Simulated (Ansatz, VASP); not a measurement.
**One calculation of Rb, two programs**

```xyz
2
Lattice="0.0000 -3.5065 -3.5065 0.0000 3.5065 -3.5065 7.0131 0.0000 0.0000" Properties=species:S:1:pos:R:3 pbc="T T T"
Rb    3.5065    0.0000   -3.5065
Rb    0.0000    0.0000    0.0000
```

Alike in both runs: task single point; functional PBE; dispersion D3(BJ); k mesh 8 × 8 × 6; occupations gaussian, width 0.15 eV; no spin polarisation.

|  | VASP | Ansatz |
| --- | --- | --- |
| version | VASP 6.6.1 | Ansatz 0.2.0 |
| potentials or method | VASP PAW PBE potentials, release 64 (Rb_sv), cutoff 520 eV | scalar-relativistic, plane waves, PAW |
| valence electrons in the cell | 18 | 18 |

```csv
,VASP,Ansatz,Ansatz less VASP
gap on the k mesh at the Fermi level (eV),none,none,-
pressure (GPa),0.0,0.0,0.00
```

A gap of «none» marks a metal or a gap that the smearing closes.
